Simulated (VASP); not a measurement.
# La5N (P6/mmm) in VASP: notebook

Runs on La5N. Level: PBE. Tasks: relaxation of cell and atoms, single point.

All numbers are computed with VASP 6.6.1; they aren't measurements. Logs are shortened: lines on timing, memory, paths and dates and some standing lists are left out, and cuts for length are marked.

## 1. The cell of the first run

Symmetry: P6/mmm, No. 191, hexagonal system. The conventional cell has a = 5.213 Å, b = 5.213 Å, c = 8.174 Å, α = 90.00°, β = 90.00°, γ = 120.00°. La (site symmetry 3m) has 7 La at 3.01 to 3.90 Å and 3 N at 3.41 Å within 4.0 Å. La (site symmetry 6/mmm) has 18 La at 3.90 to 5.21 Å and 2 N at 4.09 Å within 5.3 Å. N (site symmetry 6/mmm) has 14 La at 3.41 to 4.09 Å within 4.5 Å.

The cell was built from a structure type or drawn by symmetry, and may not be a known phase.

## 2. Relaxation of cell and atoms, PBE

INCAR reads:

```
PREC = Accurate
ENCUT = 600
EDIFF = 1E-7
ISMEAR = 0
SIGMA = 0.1
LREAL = False
LASPH = True
NELM = 80
ALGO = Normal
ISIF = 3
LWAVE = False
LCHARG = False
GGA = PE
IBRION = 2
NSW = 90
EDIFFG = -0.04
```

KPOINTS reads:

```
regular mesh
0
Gamma
  6 6 2
```

POSCAR reads:

```
La5N
1.0
    5.2130296400      0.0000000000      0.0000000000
   -2.6065148200      4.5146161000      0.0000000000
    0.0000000000      0.0000000000      8.1739751000
La N
5 1
Direct
    0.3333333300      0.6666666700      0.8041405600
    0.3333333300      0.6666666700      0.1958594400
    0.6666666700      0.3333333300      0.1958594400
    0.6666666700      0.3333333300      0.8041405600
    0.0000000000      0.0000000000      0.5000000000
    0.0000000000      0.0000000000      0.0000000000
```

Potentials or basis: VASP PAW PBE potentials, release 64 (La, N).

Started as:

```sh
$ cat potpaw_PBE.64/La/POTCAR potpaw_PBE.64/N/POTCAR > POTCAR
$ mpirun -np 1 vasp_std > vasp.out
```

OUTCAR:

```text
PREC = Accurate
   ENCUT = 600
   EDIFF = 1E-7
   ISMEAR = 0
   LREAL = False
   LASPH = True
   NELM = 80
   ISIF = 3
   GGA = PE
   IBRION = 2
   NSW = 90
   EDIFFG = -0.04

 ion  position               nearest neighbor table
   1  0.333  0.667  0.804-   4 3.01   4 3.01   4 3.01   2 3.20
   2  0.333  0.667  0.196-   3 3.01   3 3.01   3 3.01   1 3.20
   3  0.667  0.333  0.196-   2 3.01   2 3.01   2 3.01   4 3.20
   4  0.667  0.333  0.804-   1 3.01   1 3.01   1 3.01   3 3.20
   5  0.000  0.000  0.500-
   6  0.000  0.000  0.000-

  LATTYP: Found a hexagonal cell.
 ALAT       =     5.2130296400
 C/A-ratio  =     1.5679893775

  Lattice vectors:

 A1 = (   5.2130296400,   0.0000000000,   0.0000000000)
 A2 = (  -2.6065148200,   4.5146161000,   0.0000000000)
 A3 = (   0.0000000000,   0.0000000000,   8.1739751000)

Analysis of symmetry for initial positions (statically):
=====================================================================
 Subroutine PRICEL returns:
 Original cell was already a primitive cell.

 Routine SETGRP: Setting up the symmetry group for a
 hexagonal supercell.

 Subroutine GETGRP returns: Found 24 space group operations
 (whereof 24 operations were pure point group operations)
 out of a pool of 24 trial point group operations.

The static configuration has the point symmetry D_6h.

Analysis of symmetry for dynamics (positions and initial velocities):
=====================================================================
 Subroutine PRICEL returns:
 Original cell was already a primitive cell.

 Routine SETGRP: Setting up the symmetry group for a
 hexagonal supercell.

 Subroutine GETGRP returns: Found 24 space group operations
 (whereof 24 operations were pure point group operations)
 out of a pool of 24 trial point group operations.

The dynamic configuration has the point symmetry D_6h.

 Subroutine INISYM returns: Found 24 space group operations
 (whereof 24 operations are pure point group operations),
 and found     1 'primitive' translations

----------------------------------------------------------------------------------------

                                     Primitive cell

  volume of cell :     192.3731

  direct lattice vectors                    reciprocal lattice vectors
     5.213029640  0.000000000  0.000000000     0.191827031  0.110751388  0.000000000
    -2.606514820  4.514616100  0.000000000     0.000000000  0.221502776  0.000000000
     0.000000000  0.000000000  8.173975100     0.000000000  0.000000000  0.122339497

  length of vectors
     5.213029640  5.213029641  8.173975100     0.221502776  0.221502776  0.122339497

  position of ions in fractional coordinates (direct lattice)
     0.333333330  0.666666670  0.804140560
     0.333333330  0.666666670  0.195859440
     0.666666670  0.333333330  0.195859440
     0.666666670  0.333333330  0.804140560
     0.000000000  0.000000000  0.500000000
     0.000000000  0.000000000  0.000000000

  ion indices of the primitive-cell ions
   primitive index   ion index
                 1           1
                 2           2
                 3           3
                 4           4
                 5           5
                 6           6

----------------------------------------------------------------------------------------

 KPOINTS: regular mesh

Automatic generation of k-mesh.
 Grid dimensions read from file:
 generate k-points for:    6    6    2

 Generating k-lattice:

  Cartesian coordinates                     Fractional coordinates (reciprocal lattice)
     0.031971172  0.018458565  0.000000000     0.166666667  0.000000000  0.000000000
     0.000000000  0.036917129  0.000000000     0.000000000  0.166666667  0.000000000
     0.000000000  0.000000000  0.061169748     0.000000000  0.000000000  0.500000000

  Length of vectors
     0.036917129  0.036917129  0.061169748

  Shift w.r.t. Gamma in fractional coordinates (k-lattice)
     0.000000000  0.000000000  0.000000000

 Subroutine IBZKPT returns following result:
 ===========================================

 Found     14 irreducible k-points:

 Following reciprocal coordinates:
            Coordinates               Weight
  0.000000  0.000000  0.000000      1.000000
  0.166667 -0.000000  0.000000      6.000000
  0.333333  0.000000  0.000000      6.000000
  0.500000  0.000000  0.000000      3.000000
  0.166667  0.166667  0.000000      6.000000
  0.333333  0.166667  0.000000     12.000000
  0.333333  0.333333  0.000000      2.000000
  0.000000  0.000000  0.500000      1.000000
  0.166667 -0.000000  0.500000      6.000000
  0.333333  0.000000  0.500000      6.000000
  0.500000  0.000000  0.500000      3.000000
  0.166667  0.166667  0.500000      6.000000
  0.333333  0.166667  0.500000     12.000000
  0.333333  0.333333  0.500000      2.000000
   k-points           NKPTS =     14   k-points in BZ     NKDIM =     14   number of bands    NBANDS=     36
   number of dos      NEDOS =    301   number of ions     NIONS =      6
   total plane-waves  NPLWV = 123480
   dimension x,y,z NGX =    42 NGY =   42 NGZ =   70
   dimension x,y,z NGXF=    84 NGYF=   84 NGZF=  140
   ions per type =               5   1
   NGX,Y,Z   is equivalent  to a cutoff of  13.39, 13.39, 14.24 a.u.
   NGXF,Y,Z  is equivalent  to a cutoff of  26.79, 26.79, 28.47 a.u.
 SYSTEM =  unknown system
   PREC   = accura    normal or accurate (medium, high low for compatibility)
   ISTART =      0    job   : 0-new  1-cont  2-samecut
   ICHARG =      2    charge: 1-file 2-atom 10-const
   ISPIN  =      1    spin polarized calculation?
   LNONCOLLINEAR =      F non collinear calculations
   LSORBIT =      F    spin-orbit coupling
   LASPH  =      T    aspherical Exc in radial PAW
   ENCUT  =  600.0 eV  44.10 Ry    6.64 a.u.  10.41 10.41 16.33*2*pi/ulx,y,z
   NELM   =     80;   NELMIN=  2; NELMDL= -5     # of ELM steps
   EDIFF  = 0.1E-06   stopping-criterion for ELM
   LREAL  =      F    real-space projection
   EDIFFG = -.4E-01   stopping-criterion for IOM
   NSW    =     90    number of steps for IOM
   IBRION =      2    ionic relax: 0-MD 1-quasi-New 2-CG
   NFREE  =      1    steps in history (QN), initial steepest desc. (CG)
   ISIF   =      3    stress and relaxation
   ISYM   =      2    0-nonsym 1-usesym 2-fastsym
   POTIM  = 0.5000    time-step for ionic-motion
   TEBEG  =    0.0;   TEEND  =   0.0 temperature during run
   PSTRESS=    0.0 pullay stress
   NELECT =      60.0000    total number of electrons
   NUPDOWN=      -1.0000    fix difference up-down
   EMIN   =  10.00;   EMAX   =-10.00  energy-range for DOS
   EFERMI =   0.00;   METHOD = LEGACY
   ISMEAR =     0;   SIGMA  =   0.10  broadening in eV -4-tet -1-fermi 0-gaus
   EFERMI_NEDOS =   21; number of points for ismear=-14 and -15
   IALGO  =     38    algorithm
   IMIX   =      4    mixing-type and parameters
     AMIX     =   0.40;   BMIX     =  1.00
     AMIX_MAG =   1.60;   BMIX_MAG =  1.00
  volume/ion in A,a.u.               =      32.06       216.37
  Fermi-wavevector in a.u.,A,eV,Ry     =   1.110224  2.098018 16.770494  1.232597
  Thomas-Fermi vector in A             =   2.246773
   LORBIT       =      0    0 simple, 1 ext, 2 COOP (PROOUT), +10 PAW based schemes
   GGA     = PE    functional components
   LHFCALC =     F    Hartree Fock is set to
   AEXX    =    0.0000 exact exchange contribution
   IVDW    =     0    specifies the selected vdW correction
   LEPSILON=     F    determine dielectric tensor
   LRPA    =     F    only Hartree local field effects (RPA)
 conjugate gradient relaxation of ions
 non-spin polarized calculation
 Gauss-broadening in eV      SIGMA  =   0.10
  energy-cutoff  :      600.00
  volume of cell :      192.37
 maximum number of plane-waves:      6453
 NGX is ok and might be reduce to    42
   NGX = 21   NGY = 21   NGZ = 33

--------------------------------------- Ionic step        1  -------------------------------------------

 number of electron      59.9999996 magnetization

 Free energy of the ion-electron system (eV)
  ---------------------------------------------------
  ext. energy  EPLUGINS =         0.00000000
  ---------------------------------------------------
  free energy    TOTEN  =       -27.95267195 eV

  energy without entropy =      -27.89980877  energy(sigma->0) =      -27.92624036

 E-fermi :   7.5772     XC(G=0):  -9.5872

 val. band max:        7.5608418031   @ k =   0.5000   0.0000   0.5000
 cond. band min:       7.5965836062   @ k =   0.3333   0.0000   0.5000
 fundamental gap:      0.0357418031
 Fermi energy:         7.5772096231

 k-point     1 :       0.0000    0.0000    0.0000
  band No.  band energies     occupation
      1     -25.7215      2.00000
      2     -25.5386      2.00000
      3     -25.3908      2.00000
      4     -24.8051      2.00000
      5     -24.6409      2.00000
      6     -10.3483      2.00000
[... 648 lines left out ...]
  FREE ENERGIE OF THE ION-ELECTRON SYSTEM (eV)
  ---------------------------------------------------
  free  energy   TOTEN  =       -28.4906868044 eV

  energy  without entropy=      -28.4464014338  energy(sigma->0) =      -28.46854412

[... ionic steps 4 to 12 ...]

--------------------------------------- Ionic step       13  -------------------------------------------

 number of electron      59.9999997 magnetization

------------------------ aborting loop because EDIFF is reached ----------------------------------------

  FORCE on cell =-STRESS in cart. coord.  units (eV):
  Direction    XX          YY          ZZ          XY          YZ          ZX
  --------------------------------------------------------------------------------------
  -------------------------------------------------------------------------------------
  Total       -0.0805203     -0.0805203     -0.1478039      0.0000000     -0.0000000      0.0000000
  in kB       -0.8010834     -0.8010834     -1.4704762      0.0000000     -0.0000000      0.0000000
  external PRESSURE =      -1.0242143 kB  Pullay stress =       0.0000000 kB
[... 65 lines left out ...]
  energy  without entropy=      -29.1960886040  energy(sigma->0) =      -29.20456486

--------------------------------------- Ionic step       15  -------------------------------------------

 number of electron      59.9999997 magnetization

 Free energy of the ion-electron system (eV)
  ---------------------------------------------------
  ext. energy  EPLUGINS =         0.00000000
  ---------------------------------------------------
  free energy    TOTEN  =       -29.21355403 eV

  energy without entropy =      -29.19589681  energy(sigma->0) =      -29.20472542

 E-fermi :   9.5066     XC(G=0): -10.4188

 val. band max:        9.4727151311   @ k =   0.0000   0.0000   0.0000
 cond. band min:       9.5702296776   @ k =   0.0000   0.0000   0.5000
 fundamental gap:      0.0975145465
 Fermi energy:         9.5066377518

 k-point     1 :       0.0000    0.0000    0.0000
  band No.  band energies     occupation
      1     -23.6594      2.00000
      2     -23.2440      2.00000
      3     -22.8086      2.00000
      4     -22.8010      2.00000
      5     -22.4399      2.00000
      6      -8.4904      2.00000
[... 568 lines left out ...]
  FREE ENERGIE OF THE ION-ELECTRON SYSTEM (eV)
  ---------------------------------------------------
  free  energy   TOTEN  =       -29.2135540287 eV

  energy  without entropy=      -29.1958968057  energy(sigma->0) =      -29.20472542

 reached required accuracy - stopping structural energy minimisation
```

Run time: 40 min. Hardware: 1 thread of Intel Xeon Platinum 8488C (Sapphire Rapids), shared host; peak memory 0.44 GiB.

What came out:

* Free energy: -29.2136 eV
* Relaxed volume: 26.75 Å³/atom
* Relaxed cell: a = 5.280 Å, b = 5.280 Å, c = 6.649 Å, α = 90.00°, β = 90.00°, γ = 120.00°
* Space group after relaxing (to 0.1 Å): P6/mmm (No. 191)
* Energy gained by relaxing: 210.1 meV/atom
* Ionic steps: 15
* Pressure after relaxing: 0.0 GPa
* Largest force after relaxing: 0.036 eV/Å
* Band gap on the k mesh: zero (bands 30 and 31 overlap by 0.52 eV)

Forces on the atoms (eV/Å):
```
La   0.000  0.000 -0.036
La   0.000  0.000  0.036
La   0.000  0.000  0.036
La   0.000  0.000 -0.036
La   0.000  0.000  0.000
N    0.000  0.000  0.000
```

The path:
| step | energy change (eV) | largest force (eV/Å) | pressure (GPa) | volume (Å³) |
| --- | --- | --- | --- | --- |
| 1 | 0.0000 | 0.0841 | -3.91 | 192.37 |
| 2 | -0.4881 | 0.3947 | -0.70 | 171.32 |
| 3 | -0.5380 | 0.6693 | 1.13 | 164.52 |
| 4 | -0.7921 | 1.2428 | 1.55 | 160.98 |
| 5 | -0.8316 | 1.6674 | 2.61 | 158.47 |
| 6 | -0.9634 | 1.4210 | 2.00 | 159.17 |
| 7 | -1.1670 | 0.7363 | 0.69 | 161.03 |
| 8 | -1.1769 | 0.5006 | 0.45 | 161.51 |
| 9 | -1.2242 | 0.3234 | 0.09 | 161.92 |
| 10 | -1.2551 | 0.0112 | -0.57 | 162.69 |
| 11 | -1.2574 | 0.0676 | -0.48 | 162.54 |
| 12 | -1.2598 | 0.0538 | -0.23 | 161.65 |
| 13 | -1.2607 | 0.0438 | -0.10 | 161.04 |
| 14 | -1.2604 | 0.0235 | 0.20 | 159.82 |
| 15 | -1.2609 | 0.0356 | 0.03 | 160.52 |

Final structure:
```yaml
crystal:
  lattice:
    - [5.27987, 0.00000, 0.00000]
    - [-2.63993, 4.57250, 0.00000]
    - [0.00000, 0.00000, 6.64910]
  atoms:
    - { symbol: La, position: [0.33333, 0.66667, 0.77592] }
    - { symbol: La, position: [0.33333, 0.66667, 0.22408] }
    - { symbol: La, position: [0.66667, 0.33333, 0.22408] }
    - { symbol: La, position: [0.66667, 0.33333, 0.77592] }
    - { symbol: La, position: [0.00000, 0.00000, 0.50000] }
    - { symbol: N, position: [0.00000, 0.00000, 0.00000] }
```

Caveat: the k points lie up to 0.47 Å⁻¹ apart in the final cell, too coarse for converged energies and pressures of a metal; the volume moved by over 15 % at a fixed basis, so the end points are rough; spin-orbit coupling is left out, which moves the levels of the heavy elements.

## 3. Relaxation of cell and atoms, PBE

This run uses another cell than the first one, of 26.81 Å³/atom.

INCAR reads:

```
SYSTEM = La5N
  PREC = Accurate
  ENCUT = 600
  EDIFF = 1E-6
  ISMEAR = 0
  SIGMA = 0.1
  LREAL = .False.
  LASPH = .True.
  NELM = 60
  ALGO = Normal
  ISIF = 3
  LWAVE = .False.
  LCHARG = .False.
  GGA = PE
  IBRION = 2
  NSW = 90
  EDIFFG = -0.04
```

KPOINTS reads:

```
regular mesh
0
Gamma
  6 6 4
  0 0 0
```

POSCAR reads:

```
La5N
1.0
    5.2928080468      0.0000000000      0.0000000000
   -2.6464040234      4.5837062259      0.0000000000
    0.0000000000      0.0000000000      6.6302219398
La N
5 1
Direct
    0.3333333333      0.6666666667      0.7745940156
    0.3333333333      0.6666666667      0.2254059844
    0.6666666667      0.3333333333      0.2254059844
    0.6666666667      0.3333333333      0.7745940156
    0.0000000000      0.0000000000      0.5000000000
    0.0000000000      0.0000000000      0.0000000000
```

Potentials or basis: VASP PAW PBE potentials, release 64 (La, N).

Started as:

```sh
$ cat potpaw_PBE.64/La/POTCAR potpaw_PBE.64/N/POTCAR > POTCAR
$ mpirun -np 1 vasp_std > vasp.out
```

Run time: 10 min. Hardware: 1 thread of Intel Xeon Platinum 8488C (Sapphire Rapids), shared host; peak memory 0.39 GiB.

It converged, with:

* Free energy: -28.9722 eV
* Relaxed volume: 27.22 Å³/atom
* Relaxed cell: a = 5.274 Å, b = 5.274 Å, c = 6.781 Å, α = 90.00°, β = 90.00°, γ = 120.00°
* Space group after relaxing (to 0.1 Å): P6/mmm (No. 191)
* Energy gained by relaxing: 4.5 meV/atom
* Ionic steps: 5
* Pressure after relaxing: 0.0 GPa
* Largest force after relaxing: 0.018 eV/Å
* Band gap on the k mesh: zero (bands 30 and 31 overlap by 0.53 eV)

Forces in eV/Å, atoms in the order of the input:
```
La   0.000  0.000  0.018
La   0.000  0.000 -0.018
La   0.000  0.000 -0.018
La   0.000  0.000  0.018
La   0.000  0.000  0.000
N    0.000  0.000  0.000
```

Step by step:
```csv
step,energy change (eV),largest force (eV/Å),pressure (GPa),volume (Å³)
1,0.0000,0.0671,0.82,160.85
2,-0.0202,0.1345,-0.13,164.04
3,-0.0202,0.1390,-0.19,164.26
4,-0.0242,0.0908,-0.12,163.90
5,-0.0270,0.0177,0.01,163.33
```

Final structure:
```cif
data_structure
_symmetry_space_group_name_H-M 'P 1'
_symmetry_Int_Tables_number 1
_cell_length_a 5.2737
_cell_length_b 5.2737
_cell_length_c 6.7813
_cell_angle_alpha 90.000
_cell_angle_beta 90.000
_cell_angle_gamma 120.000
_cell_volume 163.33
loop_
_atom_site_label
_atom_site_type_symbol
_atom_site_fract_x
_atom_site_fract_y
_atom_site_fract_z
_atom_site_occupancy
La1 La 0.33333 0.66667 0.77782 1
La2 La 0.33333 0.66667 0.22218 1
La3 La 0.66667 0.33333 0.22218 1
La4 La 0.66667 0.33333 0.77782 1
La5 La 0.00000 0.00000 0.50000 1
N1 N 0.00000 0.00000 0.00000 1
```

Levels at points of the mesh, in eV from the Fermi level:
```csv
k point,band 28,band 29,band 30,band 31,band 32,band 33
"(0.00, 0.00, 0.00)",-0.95,-0.06,-0.06,0.80,1.18,1.19
"(0.50, 0.00, 0.00)",-0.99,-0.59,-0.31,0.14,0.36,0.50
"(0.00, 0.00, 0.50)",-0.94,-0.94,-0.18,0.02,0.02,1.01
"(0.50, 0.00, 0.50)",-0.37,-0.24,-0.20,0.29,0.29,0.65
```

Caveat: spin-orbit coupling is left out, which moves the levels of the heavy elements.

## 4. Single point, PBE

This run uses another cell than the first one, of 27.39 Å³/atom.

INCAR reads:

```
ALGO = Normal
EDIFF = 1E-6
ENCUT = 520
GGA = PE
ISIF = 2
ISMEAR = 0
LASPH = T
LCHARG = F
LREAL = F
LWAVE = F
NBANDS = 39
NELM = 100
PREC = Accurate
SIGMA = 0.1
```

KPOINTS reads:

```
k-points
0
Gamma
  12 12 6
```

POSCAR reads:

```
La5N
1.0
    5.2857932692      0.0000000000      0.0000000000
   -2.6428966346      4.5776312503      0.0000000000
    0.0000000000      0.0000000000      6.7919615443
La N
5 1
Direct
    0.3333333333      0.6666666667      0.7778537916
    0.3333333333      0.6666666667      0.2221462084
    0.6666666667      0.3333333333      0.2221462084
    0.6666666667      0.3333333333      0.7778537916
    0.0000000000      0.0000000000      0.5000000000
    0.0000000000      0.0000000000      0.0000000000
```

Started as:

```sh
$ cat potpaw_PBE.64/La/POTCAR potpaw_PBE.64/N/POTCAR > POTCAR
$ mpirun -np 1 vasp_std > vasp.out
```

It took 18 min on 1 thread of AMD EPYC 7R43 (Zen 3), shared host; peak memory 0.53 GiB.

The run converged. Its results:

```yaml
Free_energy: -28.9430 eV
Pressure: 0.0 GPa
Band_gap_on_the_k_mesh: zero (bands 30 and 31 overlap by 0.52 eV)
```

Levels at points of the mesh, in eV from the Fermi level:
| k point | band 27 | band 28 | band 29 | band 30 | band 31 | band 32 | band 33 | band 34 |
| --- | --- | --- | --- | --- | --- | --- | --- | --- |
| (0.00, 0.00, 0.00) | -1.99 | -0.94 | -0.05 | -0.05 | 0.81 | 1.18 | 1.21 | 1.21 |
| (0.50, 0.00, 0.00) | -1.04 | -0.96 | -0.56 | -0.28 | 0.14 | 0.37 | 0.52 | 0.64 |
| (0.00, 0.00, 0.50) | -0.93 | -0.91 | -0.91 | -0.18 | 0.04 | 0.04 | 1.02 | 1.25 |
| (0.50, 0.00, 0.50) | -0.76 | -0.36 | -0.21 | -0.17 | 0.30 | 0.31 | 0.67 | 0.77 |

Caveat: spin-orbit coupling is left out, which moves the levels of the heavy elements.

## 5. The runs side by side

| task | cell | k mesh | cutoff (eV) | gap on the mesh (eV) | pressure (GPa) | relaxed volume (Å³/atom) | largest force (eV/Å) |
| --- | --- | --- | --- | --- | --- | --- | --- |
| relaxation of cell and atoms | relaxed from a = 5.213, b = 5.213, c = 8.174 Å, angles 90.0, 90.0, 120.0°, 6 atoms, atomic positions A | 6 × 6 × 2 | 600 | none | 0.0 | 26.75 | 0.04 |
| relaxation of cell and atoms | relaxed from a = 5.293, b = 5.293, c = 6.630 Å, angles 90.0, 90.0, 120.0°, 6 atoms, atomic positions B | 6 × 6 × 4 | 600 | none | 0.0 | 27.22 | 0.02 |
| single point | a = 5.286, b = 5.286, c = 6.792 Å, angles 90.0, 90.0, 120.0°, 6 atoms, atomic positions C | 12 × 12 × 6 | 520 | none | 0.0 | - | - |

Alike in all rows: level PBE; potentials or basis VASP PAW PBE potentials, release 64 (La, N); no spin polarisation; smearing gaussian 0.1 eV.

Caveats: some runs use coarse meshes; spin-orbit coupling is left out, which moves the levels of the heavy elements; the volume moved by over 15 % at a fixed basis, so the end points are rough (at least some runs).

Total energies depend on the potentials used, so only differences within one code and one set of settings carry meaning.
